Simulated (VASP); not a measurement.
# Zn (Immm) in VASP: a series of runs

Runs on Zn. Level: LDA. Tasks: single point.

Everything below comes from runs of VASP 6.6.1. Logs are shortened: lines on timing, memory, paths and dates and some standing lists are left out, and cuts for length are marked.

### Step 1. The cell of the first run

It takes space group Immm (No. 71, orthorhombic). The conventional cell has a = 2.891 Å, b = 3.011 Å, c = 3.132 Å, α = 90.00°, β = 90.00°, γ = 90.00°. Within 3.4 Å of Zn (site symmetry mmm) lie 14 Zn at 2.61 to 3.13 Å.

### Step 2. Single point, LDA (normal strain along x -0.0400, normal strain along z +0.0400)

Contents of INCAR:

```
ALGO     = Fast           # electronic algorithm
EDIFF    = 1E-6           # SCF threshold, eV
ENCUT    = 520            # plane-wave cutoff, eV
GGA      = CA             # functional
ISIF     = 2              # what is computed and relaxed
ISMEAR   = 0              # smearing method
LASPH    = T              # aspherical terms in the spheres
LCHARG   = F              # write CHGCAR
LREAL    = F              # projectors in reciprocal space
LWAVE    = F              # write WAVECAR
NBANDS   = 12             # bands
NELM     = 60             # most SCF steps
PREC     = Accurate       # precision mode
SIGMA    = 0.15           # smearing width, eV
```

Contents of KPOINTS:

```
k-points
0
Gamma
  20 20 20
```

Contents of POSCAR:

```
Zn
1.0
   -1.4454131396      1.5056386871      1.5658642346
    1.4454131396     -1.5056386871      1.5658642346
    1.4454131396      1.5056386871     -1.5658642346
Zn
1
Direct
    0.0000000000      0.0000000000      0.0000000000
```

Potentials or basis: VASP PAW LDA potentials, release 64 (Zn).

The run is started by

```console
$ cat potpaw_LDA.64/Zn/POTCAR > POTCAR
$ mpirun -np 1 vasp_std > vasp.out
```

OUTCAR:

```text
EDIFF = 1E-6
   ENCUT = 520
   GGA = CA
   ISIF = 2
   ISMEAR = 0
   LASPH = T
   LREAL = F
   NELM = 60
   PREC = Accurate

 ion  position               nearest neighbor table
   1  0.000  0.000  0.000-

  LATTYP: Found a body centered orthorhombic cell.
 ALAT       =     2.8908262792
 B/A-ratio  =     1.0416666667
 C/A-ratio  =     1.0833333334

  Lattice vectors:

 A1 = (  -1.4454131396,   1.5056386871,   1.5658642346)
 A2 = (   1.4454131396,  -1.5056386871,   1.5658642346)
 A3 = (   1.4454131396,   1.5056386871,  -1.5658642346)

Analysis of symmetry for initial positions (statically):
=====================================================================
 Subroutine PRICEL returns:
 Original cell was already a primitive cell.

 Routine SETGRP: Setting up the symmetry group for a
 body centered orthorhombic supercell.

 Subroutine GETGRP returns: Found  8 space group operations
 (whereof  8 operations were pure point group operations)
 out of a pool of  8 trial point group operations.

The static configuration has the point symmetry D_2h.

Analysis of symmetry for dynamics (positions and initial velocities):
=====================================================================
 Subroutine PRICEL returns:
 Original cell was already a primitive cell.

 Routine SETGRP: Setting up the symmetry group for a
 body centered orthorhombic supercell.

 Subroutine GETGRP returns: Found  8 space group operations
 (whereof  8 operations were pure point group operations)
 out of a pool of  8 trial point group operations.

The dynamic configuration has the point symmetry D_2h.

 Subroutine INISYM returns: Found  8 space group operations
 (whereof  8 operations are pure point group operations),
 and found     1 'primitive' translations

----------------------------------------------------------------------------------------

                                     Primitive cell

  volume of cell :      13.6310

  direct lattice vectors                    reciprocal lattice vectors
    -1.445413140  1.505638687  1.565864235     0.000000000  0.332084984  0.319312485
     1.445413140 -1.505638687  1.565864235     0.345921859  0.000000000  0.319312485
     1.445413140  1.505638687 -1.565864235     0.345921859  0.332084984  0.000000000

  length of vectors
     2.609233183  2.609233183  2.609233183     0.460696104  0.470767879  0.479523064

  position of ions in fractional coordinates (direct lattice)
     0.000000000  0.000000000  0.000000000

  ion indices of the primitive-cell ions
   primitive index   ion index
                 1           1

----------------------------------------------------------------------------------------

 KPOINTS: k-points

Automatic generation of k-mesh.
 Grid dimensions read from file:
 generate k-points for:   20   20   20

 Generating k-lattice:

  Cartesian coordinates                     Fractional coordinates (reciprocal lattice)
     0.000000000  0.016604249  0.015965624     0.050000000  0.000000000  0.000000000
     0.017296093  0.000000000  0.015965624    -0.000000000  0.050000000  0.000000000
     0.017296093  0.016604249  0.000000000    -0.000000000  0.000000000  0.050000000

  Length of vectors
     0.023034805  0.023538394  0.023976153

  Shift w.r.t. Gamma in fractional coordinates (k-lattice)
     0.000000000  0.000000000  0.000000000

 Subroutine IBZKPT returns following result:
 ===========================================

 Found   1166 irreducible k-points:

 Following reciprocal coordinates:
            Coordinates               Weight
  0.000000  0.000000  0.000000      1.000000
  0.050000  0.000000  0.000000      4.000000
  0.100000  0.000000  0.000000      4.000000
  0.150000  0.000000  0.000000      4.000000
  0.200000  0.000000  0.000000      4.000000
  0.250000  0.000000  0.000000      4.000000
[... 16 lines left out ...]
 -0.450000  0.050000 -0.000000      8.000000
 -0.400000  0.050000  0.000000      8.000000
 [... further k-points ...]
   k-points           NKPTS =   1166   k-points in BZ     NKDIM =   1166   number of bands    NBANDS=     12
   number of dos      NEDOS =    301   number of ions     NIONS =      1
   total plane-waves  NPLWV =   8000
   dimension x,y,z NGX =    20 NGY =   20 NGZ =   20
   dimension x,y,z NGXF=    40 NGYF=   40 NGZF=   40
   ions per type =               1
   NGX,Y,Z   is equivalent  to a cutoff of  12.74, 12.74, 12.74 a.u.
   NGXF,Y,Z  is equivalent  to a cutoff of  25.49, 25.49, 25.49 a.u.
 SYSTEM =  unknown system
   PREC   = accura    normal or accurate (medium, high low for compatibility)
   ISTART =      0    job   : 0-new  1-cont  2-samecut
   ICHARG =      2    charge: 1-file 2-atom 10-const
   ISPIN  =      1    spin polarized calculation?
   LNONCOLLINEAR =      F non collinear calculations
   LSORBIT =      F    spin-orbit coupling
   LASPH  =      T    aspherical Exc in radial PAW
   ENCUT  =  520.0 eV  38.22 Ry    6.18 a.u.   4.85  4.85  4.85*2*pi/ulx,y,z
   NELM   =     60;   NELMIN=  2; NELMDL= -5     # of ELM steps
   EDIFF  = 0.1E-05   stopping-criterion for ELM
   LREAL  =      F    real-space projection
   EDIFFG = 0.1E-04   stopping-criterion for IOM
   NSW    =      0    number of steps for IOM
   IBRION =     -1    ionic relax: 0-MD 1-quasi-New 2-CG
   NFREE  =      0    steps in history (QN), initial steepest desc. (CG)
   ISIF   =      2    stress and relaxation
   ISYM   =      2    0-nonsym 1-usesym 2-fastsym
   POTIM  = 0.5000    time-step for ionic-motion
   TEBEG  =    0.0;   TEEND  =   0.0 temperature during run
   PSTRESS=    0.0 pullay stress
   NELECT =      12.0000    total number of electrons
   NUPDOWN=      -1.0000    fix difference up-down
   EMIN   =  10.00;   EMAX   =-10.00  energy-range for DOS
   EFERMI =   0.00;   METHOD = LEGACY
   ISMEAR =     0;   SIGMA  =   0.15  broadening in eV -4-tet -1-fermi 0-gaus
   EFERMI_NEDOS =   21; number of points for ismear=-14 and -15
   IALGO  =     68    algorithm
   IMIX   =      4    mixing-type and parameters
     AMIX     =   0.40;   BMIX     =  1.00
     AMIX_MAG =   1.60;   BMIX_MAG =  1.00
  volume/ion in A,a.u.               =      13.63        91.99
  Fermi-wavevector in a.u.,A,eV,Ry     =   1.569012  2.965003 33.494808  2.461799
  Thomas-Fermi vector in A             =   2.670958
   LORBIT       =      0    0 simple, 1 ext, 2 COOP (PROOUT), +10 PAW based schemes
   GGA     = CA    functional components
   LHFCALC =     F    Hartree Fock is set to
   AEXX    =    0.0000 exact exchange contribution
   IVDW    =     0    specifies the selected vdW correction
   LEPSILON=     F    determine dielectric tensor
   LRPA    =     F    only Hartree local field effects (RPA)
 non-spin polarized calculation
 RMM-DIIS sequential band-by-band and
 Gauss-broadening in eV      SIGMA  =   0.15
  energy-cutoff  :      520.00
  volume of cell :       13.63
 maximum number of plane-waves:       388
   NGX =  9   NGY =  9   NGZ =  9

 number of electron      12.0000003 magnetization

 Free energy of the ion-electron system (eV)
  ---------------------------------------------------
  ext. energy  EPLUGINS =         0.00000000
  ---------------------------------------------------
  free energy    TOTEN  =        -1.78673068 eV

  energy without entropy =       -1.78359529  energy(sigma->0) =       -1.78516298

 E-fermi :   3.9119     XC(G=0): -12.4946

 val. band max:        3.9113203017   @ k =  -0.4000  -0.3500   0.1500
 cond. band min:       3.9314134647   @ k =  -0.3000   0.5000   0.3000
 fundamental gap:      0.0200931630
 Fermi energy:         3.9119432829

 k-point     1 :       0.0000    0.0000    0.0000
  band No.  band energies     occupation
      1      -7.5771      2.00000
      2      -4.4858      2.00000
      3      -4.3847      2.00000
      4      -4.3058      2.00000
      5      -3.8597      2.00000
      6      -3.7153      2.00000
      7      23.7720      0.00000
      8      23.8552      0.00000
      9      25.2058      0.00000
     10      25.4331      0.00000
     11      26.6507      0.00000
     12      26.6973      0.00000

 k-point     2 :       0.0500    0.0000    0.0000
  band No.  band energies     occupation
      1      -7.4942      2.00000
      2      -4.4823      2.00000
      3      -4.3795      2.00000
      4      -4.2972      2.00000
      5      -3.8681      2.00000
      6      -3.7177      2.00000
      7      22.1082      0.00000
      8      23.8190      0.00000
      9      24.5245      0.00000
     10      25.0171      0.00000
     11      26.1019      0.00000
     12      26.2652      0.00000

 k-point     3 :       0.1000    0.0000    0.0000
  band No.  band energies     occupation
      1      -7.2487      2.00000
      2      -4.4712      2.00000
      3      -4.3861      2.00000
      4      -4.2500      2.00000
      5      -3.8904      2.00000
      6      -3.7240      2.00000
      7      19.4782      0.00000
      8      23.2881      0.00000
      9      23.4782      0.00000
     10      24.6602      0.00000
     11      25.2231      0.00000
     12      25.3382      0.00000
[... 286 lines left out ...]
 k-point    23 :      -0.4500    0.0500   -0.0000
  band No.  band energies     occupation
      1      -5.2148      2.00000
      2      -4.6451      2.00000
      3      -3.9335      2.00000
      4      -3.7659      2.00000
      5      -3.4757      2.00000
      6      -0.9092      2.00000
      7       4.4464      0.00000
      8      16.6407      0.00000
      9      18.0583      0.00000
     10      22.2169      0.00000
     11      23.8563      0.00000
     12      28.8638      0.00000

 k-point    24 :      -0.4000    0.0500    0.0000
  band No.  band energies     occupation
      1      -5.2167      2.00000
      2      -4.6166      2.00000
      3      -3.9446      2.00000
      4      -3.7695      2.00000
      5      -3.5829      2.00000
      6      -2.1314      2.00000
      7       6.3424      0.00000
      8      17.0841      0.00000
      9      18.3804      0.00000
     10      22.4689      0.00000
     11      23.9270      0.00000
     12      27.8643      0.00000

 [... further k-points ...]

------------------------ aborting loop because EDIFF is reached ----------------------------------------

  FORCE on cell =-STRESS in cart. coord.  units (eV):
  Direction    XX          YY          ZZ          XY          YZ          ZX
  --------------------------------------------------------------------------------------
  -------------------------------------------------------------------------------------
  Total       -0.1578726      0.0910776      0.2720535      0.0000000      0.0000000      0.0000000
  in kB      -18.5562671     10.7052095     31.9770179      0.0000000      0.0000000      0.0000000
  external PRESSURE =       8.0419868 kB  Pullay stress =       0.0000000 kB

 VOLUME and BASIS-vectors are now :
 -----------------------------------------------------------------------------
  energy-cutoff  :      520.00
  volume of cell :       13.63
      direct lattice vectors                 reciprocal lattice vectors
    -1.445413140  1.505638687  1.565864235     0.000000000  0.332084984  0.319312485
     1.445413140 -1.505638687  1.565864235     0.345921859  0.000000000  0.319312485
     1.445413140  1.505638687 -1.565864235     0.345921859  0.332084984  0.000000000

 POSITION                                       TOTAL-FORCE (eV/Angst)
 -----------------------------------------------------------------------------------
      0.00000      0.00000      0.00000        -0.000000      0.000000     -0.000000
 -----------------------------------------------------------------------------------
    total drift:                                0.000000     -0.000000      0.000000

  FREE ENERGIE OF THE ION-ELECTRON SYSTEM (eV)
  ---------------------------------------------------
  free  energy   TOTEN  =        -1.7867306813 eV

  energy  without entropy=       -1.7835952858  energy(sigma->0) =       -1.78516298
```

Wall time 56 s (1 thread of Intel Xeon 6975P-C (Granite Rapids), shared host); peak memory 0.28 GiB.

Results:

- Free energy: -1.7867 eV
- Pressure: 0.8 GPa
- Band gap on the k mesh: zero (bands 6 and 7 overlap by 4.58 eV)

Stress tensor (GPa, compression positive):
```
-1.86  0.00  0.00
 0.00  1.07  0.00
 0.00  0.00  3.20
```

Caveat: the cell differs from its parent crystal (normal strain along x -0.0400, normal strain along z +0.0400).

### Step 3. Single point, LDA

Contents of INCAR:

```
SYSTEM = Zn
ALGO = Normal
EDIFF = 1E-6
ENCUT = 500
GGA_COMPAT = .FALSE.
ISIF = 2
ISMEAR = 0
LASPH = .TRUE.
LCHARG = .FALSE.
LREAL = .FALSE.
LWAVE = .FALSE.
NBANDS = 12
NELM = 120
PREC = Accurate
SIGMA = 0.15
```

Contents of KPOINTS:

```
k-points
0
G
  20 20 20
  0 0 0
```

POSCAR is that of step 2.

Potentials or basis: VASP PAW LDA potentials, release 64 (Zn).

The run is started by

```console
$ cat potpaw_LDA.64/Zn/POTCAR > POTCAR
$ mpirun -np 1 vasp_std > vasp.out
```

OUTCAR:

```text
SYSTEM = Zn
   EDIFF = 1E-6
   ENCUT = 500
   ISIF = 2
   ISMEAR = 0
   LASPH = .TRUE.
   LREAL = .FALSE.
   NELM = 120
   PREC = Accurate

 ion  position               nearest neighbor table
   1  0.000  0.000  0.000-

  LATTYP: Found a body centered orthorhombic cell.
 ALAT       =     2.8908262792
 B/A-ratio  =     1.0416666667
 C/A-ratio  =     1.0833333334

  Lattice vectors:

 A1 = (  -1.4454131396,   1.5056386871,   1.5658642346)
 A2 = (   1.4454131396,  -1.5056386871,   1.5658642346)
 A3 = (   1.4454131396,   1.5056386871,  -1.5658642346)

Analysis of symmetry for initial positions (statically):
=====================================================================
 Subroutine PRICEL returns:
 Original cell was already a primitive cell.

 Routine SETGRP: Setting up the symmetry group for a
 body centered orthorhombic supercell.

 Subroutine GETGRP returns: Found  8 space group operations
 (whereof  8 operations were pure point group operations)
 out of a pool of  8 trial point group operations.

The static configuration has the point symmetry D_2h.

Analysis of symmetry for dynamics (positions and initial velocities):
=====================================================================
 Subroutine PRICEL returns:
 Original cell was already a primitive cell.

 Routine SETGRP: Setting up the symmetry group for a
 body centered orthorhombic supercell.

 Subroutine GETGRP returns: Found  8 space group operations
 (whereof  8 operations were pure point group operations)
 out of a pool of  8 trial point group operations.

The dynamic configuration has the point symmetry D_2h.

 Subroutine INISYM returns: Found  8 space group operations
 (whereof  8 operations are pure point group operations),
 and found     1 'primitive' translations

----------------------------------------------------------------------------------------

                                     Primitive cell

  volume of cell :      13.6310
[... 113 lines left out ...]
   LHFCALC =     F    Hartree Fock is set to
   AEXX    =    0.0000 exact exchange contribution
   IVDW    =     0    specifies the selected vdW correction
   LEPSILON=     F    determine dielectric tensor
   LRPA    =     F    only Hartree local field effects (RPA)
 non-spin polarized calculation
 Gauss-broadening in eV      SIGMA  =   0.15
  energy-cutoff  :      500.00
  volume of cell :       13.63
 maximum number of plane-waves:       362
   NGX =  9   NGY =  9   NGZ =  9

 number of electron      12.0000003 magnetization

 Free energy of the ion-electron system (eV)
  ---------------------------------------------------
  ext. energy  EPLUGINS =         0.00000000
  ---------------------------------------------------
  free energy    TOTEN  =        -1.78670903 eV

  energy without entropy =       -1.78357367  energy(sigma->0) =       -1.78514135

 E-fermi :   3.9119     XC(G=0): -12.4946

 val. band max:        3.9112556636   @ k =  -0.4000  -0.3500   0.1500
 cond. band min:       3.9313478173   @ k =  -0.3000   0.5000   0.3000
 fundamental gap:      0.0200921538
 Fermi energy:         3.9118581378

 k-point     1 :       0.0000    0.0000    0.0000
  band No.  band energies     occupation
      1      -7.5771      2.00000
      2      -4.4861      2.00000
      3      -4.3850      2.00000
      4      -4.3061      2.00000
      5      -3.8600      2.00000
      6      -3.7157      2.00000
      7      23.7719      0.00000
      8      23.8551      0.00000
      9      25.2054      0.00000
     10      25.4331      0.00000
     11      26.6260      0.00000
     12      26.6903      0.00000
[... 331 lines left out ...]
 k-point    24 :      -0.4000    0.0500    0.0000
  band No.  band energies     occupation
      1      -5.2169      2.00000
      2      -4.6169      2.00000
      3      -3.9449      2.00000
      4      -3.7698      2.00000
      5      -3.5832      2.00000
      6      -2.1315      2.00000
      7       6.3424      0.00000
      8      17.0840      0.00000
      9      18.3804      0.00000
     10      22.4691      0.00000
     11      23.9272      0.00000
     12      27.8644      0.00000

 [... further k-points ...]

------------------------ aborting loop because EDIFF is reached ----------------------------------------

  FORCE on cell =-STRESS in cart. coord.  units (eV):
  Direction    XX          YY          ZZ          XY          YZ          ZX
  --------------------------------------------------------------------------------------
  -------------------------------------------------------------------------------------
  Total       -0.1528509      0.0959835      0.2769449     -0.0000000      0.0000000      0.0000000
  in kB      -17.9660126     11.2818539     32.5519617     -0.0000000      0.0000000      0.0000000
  external PRESSURE =       8.6226010 kB  Pullay stress =       0.0000000 kB

 VOLUME and BASIS-vectors are now :
 -----------------------------------------------------------------------------
  energy-cutoff  :      500.00
  volume of cell :       13.63
      direct lattice vectors                 reciprocal lattice vectors
    -1.445413140  1.505638687  1.565864235     0.000000000  0.332084984  0.319312485
     1.445413140 -1.505638687  1.565864235     0.345921859  0.000000000  0.319312485
     1.445413140  1.505638687 -1.565864235     0.345921859  0.332084984  0.000000000

 POSITION                                       TOTAL-FORCE (eV/Angst)
 -----------------------------------------------------------------------------------
      0.00000      0.00000      0.00000         0.000000      0.000000     -0.000000
 -----------------------------------------------------------------------------------
    total drift:                                0.000000      0.000000      0.000000

  FREE ENERGIE OF THE ION-ELECTRON SYSTEM (eV)
  ---------------------------------------------------
  free  energy   TOTEN  =        -1.7867090283 eV

  energy  without entropy=       -1.7835736684  energy(sigma->0) =       -1.78514135
```

Wall time 49 s (1 thread of Intel Xeon 6975P-C (Granite Rapids), shared host); peak memory 0.27 GiB.

What came out:

```
Free energy            : -1.7867 eV
Pressure               : 0.9 GPa
Band gap on the k mesh : zero (bands 6 and 7 overlap by 4.58 eV)
```
